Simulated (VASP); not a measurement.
# Ti12S in VASP: single point with PBE

Aim: the single point of Ti12S with PBE.

Everything below comes from runs of VASP 6.6.1. Logs are shortened: lines on timing, memory, paths and dates and some standing lists are left out, and cuts for length are marked.

### Step 1. The cell of the first run

The cell holds a slab with vacuum, 13 atoms: a = 5.815 Å, b = 5.815 Å, c = 19.306 Å, α = 90.00°, β = 90.00°, γ = 90.00°.

### Step 2. Single point, PBE

Input file INCAR:

```
PREC = Accurate
ENCUT = 520
EDIFF = 1E-6
ISMEAR = 0
SIGMA = 0.1
LREAL = F
LASPH = T
NELM = 60
ALGO = Normal
ISIF = 2
LWAVE = F
LCHARG = T
LDIPOL = T
IDIPOL = 3
DIPOL = 0.5 0.5 0.321
GGA = PE
LELF = T
LVHAR = T
LVACPOTAV = T
NBANDS = 87
```

Input file KPOINTS:

```
Automatic mesh
0
Gamma
  5 5 1
```

Input file POSCAR:

```
Ti12S
1.0
    5.8150893847      0.0000000000      0.0000000000
    0.0000000000      5.8150893847      0.0000000000
    0.0000000000      0.0000000000     19.3059825527
Ti S
12 1
Direct
    0.2500000000      0.2500000000      0.2071896620
    0.2500000000      0.7500000000      0.2071896620
    0.7500000000      0.2500000000      0.2071896620
    0.7500000000      0.7500000000      0.2071896620
    0.0000000000      0.0000000000      0.3057583567
    0.0000000000      0.5000000000      0.3057583567
    0.5000000000      0.0000000000      0.3057583567
    0.5000000000      0.5000000000      0.3057583567
    0.2500000000      0.2500000000      0.4043297217
    0.2500000000      0.7500000000      0.4043297217
    0.7500000000      0.2500000000      0.4043297217
    0.7500000000      0.7500000000      0.4043297217
    0.2500000000      0.5000000000      0.5000723767
```

Potentials or basis: VASP PAW PBE potentials, release 64 (Ti_sv, S).

Started as:

```
cat potpaw_PBE.64/Ti_sv/POTCAR potpaw_PBE.64/S/POTCAR > POTCAR
mpirun -np 1 vasp_std > vasp.out
```

OUTCAR:

```text
PREC = Accurate
   ENCUT = 520
   EDIFF = 1E-6
   ISMEAR = 0
   LREAL = F
   LASPH = T
   NELM = 60
   ISIF = 2
   GGA = PE

 ion  position               nearest neighbor table
   1  0.250  0.250  0.207-   5 2.80   6 2.80   7 2.80   8 2.80   2 2.91   3 2.91   2 2.91   3 2.91

   2  0.250  0.750  0.207-   5 2.80   6 2.80   7 2.80   8 2.80   1 2.91   4 2.91   1 2.91   4 2.91

   3  0.750  0.250  0.207-   5 2.80   6 2.80   7 2.80   8 2.80   1 2.91   4 2.91   4 2.91   1 2.91
[... 4 lines left out ...]
                             6 2.91   7 2.91   6 2.91   7 2.91
   6  0.000  0.500  0.306-   1 2.80   2 2.80   3 2.80   4 2.80   9 2.80  10 2.80  11 2.80  12 2.80
                             5 2.91   8 2.91   5 2.91   8 2.91
   7  0.500  0.000  0.306-   1 2.80   2 2.80   3 2.80   4 2.80   9 2.80  10 2.80  11 2.80  12 2.80
                             5 2.91   8 2.91   8 2.91   5 2.91
   8  0.500  0.500  0.306-   1 2.80   2 2.80   3 2.80   4 2.80   9 2.80  10 2.80  11 2.80  12 2.80
                             6 2.91   7 2.91   7 2.91   6 2.91
   9  0.250  0.250  0.404-  13 2.35   6 2.80   7 2.80   8 2.80   5 2.80  11 2.91  10 2.91  10 2.91
                            11 2.91
  10  0.250  0.750  0.404-  13 2.35   6 2.80   7 2.80   8 2.80   5 2.80  12 2.91   9 2.91   9 2.91
                            12 2.91
  11  0.750  0.250  0.404-   5 2.80   6 2.80   7 2.80   8 2.80   9 2.91  12 2.91  12 2.91   9 2.91

  12  0.750  0.750  0.404-   5 2.80   6 2.80   7 2.80   8 2.80  10 2.91  11 2.91  11 2.91  10 2.91

  13  0.250  0.500  0.500-   9 2.35  10 2.35

  LATTYP: Found a simple tetragonal cell.
 ALAT       =     5.8150893847
 C/A-ratio  =     3.3199803607

  Lattice vectors:

 A1 = (   5.8150893847,   0.0000000000,   0.0000000000)
 A2 = (   0.0000000000,   5.8150893847,   0.0000000000)
 A3 = (   0.0000000000,   0.0000000000,  19.3059825527)

Analysis of symmetry for initial positions (statically):
=====================================================================
 Subroutine PRICEL returns:
 Original cell was already a primitive cell.

 Routine SETGRP: Setting up the symmetry group for a
 simple tetragonal supercell.

 Subroutine GETGRP returns: Found  4 space group operations
 (whereof  2 operations were pure point group operations)
 out of a pool of 16 trial point group operations.

The static configuration has the point symmetry C_1h.
 The point group associated with its full space group is C_2v.

Analysis of symmetry for dynamics (positions and initial velocities):
=====================================================================
 Subroutine PRICEL returns:
 Original cell was already a primitive cell.

 Routine SETGRP: Setting up the symmetry group for a
 simple tetragonal supercell.

 Subroutine GETGRP returns: Found  4 space group operations
 (whereof  2 operations were pure point group operations)
 out of a pool of 16 trial point group operations.

The dynamic configuration has the point symmetry C_1h.
 The point group associated with its full space group is C_2v.

 Subroutine INISYM returns: Found  4 space group operations
 (whereof  2 operations are pure point group operations),
 and found     1 'primitive' translations

----------------------------------------------------------------------------------------

                                     Primitive cell

  volume of cell :     652.8369

  direct lattice vectors                    reciprocal lattice vectors
     5.815089385  0.000000000  0.000000000     0.171966402  0.000000000  0.000000000
     0.000000000  5.815089385  0.000000000     0.000000000  0.171966402  0.000000000
     0.000000000  0.000000000 19.305982553     0.000000000  0.000000000  0.051797416

  length of vectors
     5.815089385  5.815089385 19.305982553     0.171966402  0.171966402  0.051797416

  position of ions in fractional coordinates (direct lattice)
     0.250000000  0.250000000  0.207189662
     0.250000000  0.750000000  0.207189662
     0.750000000  0.250000000  0.207189662
     0.750000000  0.750000000  0.207189662
     0.000000000  0.000000000  0.305758357
     0.000000000  0.500000000  0.305758357
     0.500000000  0.000000000  0.305758357
     0.500000000  0.500000000  0.305758357
     0.250000000  0.250000000  0.404329722
     0.250000000  0.750000000  0.404329722
     0.750000000  0.250000000  0.404329722
     0.750000000  0.750000000  0.404329722
[... 37 lines left out ...]
     0.000000000  0.000000000  0.000000000

 Subroutine IBZKPT returns following result:
 ===========================================

 Found      9 irreducible k-points:

 Following reciprocal coordinates:
            Coordinates               Weight
  0.000000  0.000000  0.000000      1.000000
  0.200000  0.000000  0.000000      2.000000
  0.000000  0.200000  0.000000      2.000000
  0.400000  0.000000  0.000000      2.000000
  0.000000  0.400000  0.000000      2.000000
  0.200000  0.200000  0.000000      4.000000
  0.400000  0.200000  0.000000      4.000000
 -0.200000  0.400000  0.000000      4.000000
  0.400000  0.400000  0.000000      4.000000
   k-points           NKPTS =      9   k-points in BZ     NKDIM =      9   number of bands    NBANDS=     87
   number of dos      NEDOS =    301   number of ions     NIONS =     13
   total plane-waves  NPLWV = 331776
   dimension x,y,z NGX =    48 NGY =   48 NGZ =  144
   dimension x,y,z NGXF=    96 NGYF=   96 NGZF=  288
   ions per type =              12   1
   NGX,Y,Z   is equivalent  to a cutoff of  13.72, 13.72, 12.40 a.u.
   NGXF,Y,Z  is equivalent  to a cutoff of  27.45, 27.45, 24.80 a.u.
 SYSTEM =  unknown system
   PREC   = accura    normal or accurate (medium, high low for compatibility)
   ISTART =      0    job   : 0-new  1-cont  2-samecut
   ICHARG =      2    charge: 1-file 2-atom 10-const
   ISPIN  =      1    spin polarized calculation?
   LNONCOLLINEAR =      F non collinear calculations
   LSORBIT =      F    spin-orbit coupling
   LASPH  =      T    aspherical Exc in radial PAW
   ENCUT  =  520.0 eV  38.22 Ry    6.18 a.u.  10.81 10.81 35.90*2*pi/ulx,y,z
   NELM   =     60;   NELMIN=  2; NELMDL= -5     # of ELM steps
   EDIFF  = 0.1E-05   stopping-criterion for ELM
   LREAL  =      F    real-space projection
   EDIFFG = 0.1E-04   stopping-criterion for IOM
   NSW    =      0    number of steps for IOM
   IBRION =     -1    ionic relax: 0-MD 1-quasi-New 2-CG
   NFREE  =      0    steps in history (QN), initial steepest desc. (CG)
   ISIF   =      2    stress and relaxation
   ISYM   =      2    0-nonsym 1-usesym 2-fastsym
   POTIM  = 0.5000    time-step for ionic-motion
   TEBEG  =    0.0;   TEEND  =   0.0 temperature during run
   PSTRESS=    0.0 pullay stress
   NELECT =     150.0000    total number of electrons
   NUPDOWN=      -1.0000    fix difference up-down
   EMIN   =  10.00;   EMAX   =-10.00  energy-range for DOS
   EFERMI =   0.00;   METHOD = LEGACY
   ISMEAR =     0;   SIGMA  =   0.10  broadening in eV -4-tet -1-fermi 0-gaus
   EFERMI_NEDOS =   21; number of points for ismear=-14 and -15
   IALGO  =     38    algorithm
   IMIX   =      4    mixing-type and parameters
     AMIX     =   0.40;   BMIX     =  1.00
     AMIX_MAG =   1.60;   BMIX_MAG =  1.00
  volume/ion in A,a.u.               =      50.22       338.89
  Fermi-wavevector in a.u.,A,eV,Ry     =   1.002698  1.894825 13.679355  1.005404
  Thomas-Fermi vector in A             =   2.135203
   LORBIT       =      0    0 simple, 1 ext, 2 COOP (PROOUT), +10 PAW based schemes
   GGA     = PE    functional components
   LHFCALC =     F    Hartree Fock is set to
   AEXX    =    0.0000 exact exchange contribution
   IVDW    =     0    specifies the selected vdW correction
   LEPSILON=     F    determine dielectric tensor
   LRPA    =     F    only Hartree local field effects (RPA)
 non-spin polarized calculation
 Gauss-broadening in eV      SIGMA  =   0.10
  energy-cutoff  :      520.00
  volume of cell :      652.84
 maximum number of plane-waves:     17596
 NGX is ok and might be reduce to    48
   NGX = 21   NGY = 21   NGZ = 71

 dipolmoment           0.000000      0.000000     -0.003120 electrons x Angstroem

 number of electron     150.0000053 magnetization

 dipolmoment           0.000000      0.000000      0.156805 electrons x Angstroem

 Free energy of the ion-electron system (eV)
  ---------------------------------------------------
  ext. energy  EPLUGINS =         0.00000000
  ---------------------------------------------------
  free energy    TOTEN  =       -93.36922558 eV

  energy without entropy =      -93.22235568  energy(sigma->0) =      -93.29579063

 E-fermi :   0.1851     XC(G=0):  -4.9231

 val. band max:        0.1726684562   @ k =  -0.2000   0.4000   0.0000
 cond. band min:       0.1862919893   @ k =   0.0000   0.0000   0.0000
 fundamental gap:      0.0136235332
 Fermi energy:         0.1850678214

 k-point     1 :       0.0000    0.0000    0.0000
  band No.  band energies     occupation
      1     -56.7447      2.00000
      2     -56.6996      2.00000
      3     -56.6044      2.00000
      4     -56.5725      2.00000
      5     -56.5540      2.00000
      6     -56.5427      2.00000
[... 799 lines left out ...]
     86       1.0628      0.00000
     87       1.1557      0.00000

------------------------ aborting loop because EDIFF is reached ----------------------------------------

  FORCE on cell =-STRESS in cart. coord.  units (eV):
  Direction    XX          YY          ZZ          XY          YZ          ZX
  --------------------------------------------------------------------------------------
  -------------------------------------------------------------------------------------
  Total       -4.4141376     -3.0125787      1.6965796      0.0000000      0.0000000      0.0000000
  in kB      -10.8330750     -7.3934014      4.1637065      0.0000000      0.0000000      0.0000000
  external PRESSURE =      -4.6875899 kB  Pullay stress =       0.0000000 kB

 VOLUME and BASIS-vectors are now :
 -----------------------------------------------------------------------------
  energy-cutoff  :      520.00
  volume of cell :      652.84
      direct lattice vectors                 reciprocal lattice vectors
     5.815089385  0.000000000  0.000000000     0.171966402  0.000000000  0.000000000
     0.000000000  5.815089385  0.000000000     0.000000000  0.171966402  0.000000000
     0.000000000  0.000000000 19.305982553     0.000000000  0.000000000  0.051797416

 POSITION                                       TOTAL-FORCE (eV/Angst)
 -----------------------------------------------------------------------------------
      1.45377      1.45377      4.00000         0.000000     -0.011234      0.064987
      1.45377      4.36132      4.00000         0.000000      0.011234      0.064987
      4.36132      1.45377      4.00000         0.000000      0.005265      0.116560
      4.36132      4.36132      4.00000         0.000000     -0.005265      0.116560
      0.00000      0.00000      5.90297        -0.091440      0.000000     -0.375633
      0.00000      2.90754      5.90297        -0.031003      0.000000     -0.445950
      2.90754      0.00000      5.90297         0.091440      0.000000     -0.375633
      2.90754      2.90754      5.90297         0.031003      0.000000     -0.445950
      1.45377      1.45377      7.80598         0.000000      0.289469      0.497270
      1.45377      4.36132      7.80598         0.000000     -0.289469      0.497270
      4.36132      1.45377      7.80598         0.000000     -0.262344      0.133179
      4.36132      4.36132      7.80598         0.000000      0.262344      0.133179
      1.45377      2.90754      9.65439         0.000000      0.000000      0.019176
 -----------------------------------------------------------------------------------
    total drift:                                0.000000     -0.000000      0.000611

  FREE ENERGIE OF THE ION-ELECTRON SYSTEM (eV)
  ---------------------------------------------------
  free  energy   TOTEN  =       -93.3692255778 eV

  energy  without entropy=      -93.2223556791  energy(sigma->0) =      -93.29579063

 vacuum level on the upper side and lower side of the slab         4.853         4.013
```

Wall time 37 min (1 thread of Oxide Virtual Turin-like, shared host); peak memory 0.8 GiB.

Results:

```
Free energy            : -93.3692 eV
Largest force          : 0.575 eV/Å
Band gap on the k mesh : zero (bands 75 and 76 overlap by 0.19 eV)
```

Forces on the atoms (eV/Å):
```
Ti   0.000 -0.011  0.065
Ti   0.000  0.011  0.065
Ti   0.000  0.005  0.117
Ti   0.000 -0.005  0.117
Ti  -0.091  0.000 -0.376
Ti  -0.031  0.000 -0.446
Ti   0.091  0.000 -0.376
Ti   0.031  0.000 -0.446
Ti   0.000  0.289  0.497
Ti   0.000 -0.289  0.497
Ti   0.000 -0.262  0.133
Ti   0.000  0.262  0.133
S    0.000  0.000  0.019
```

Levels at points of the mesh, in eV from the Fermi level:
| k point | band 72 | band 73 | band 74 | band 75 | band 76 | band 77 |
| --- | --- | --- | --- | --- | --- | --- |
| (0.00, 0.00, 0.00) | -0.16 | -0.03 | 0.00 | 0.03 | 0.25 | 0.36 |
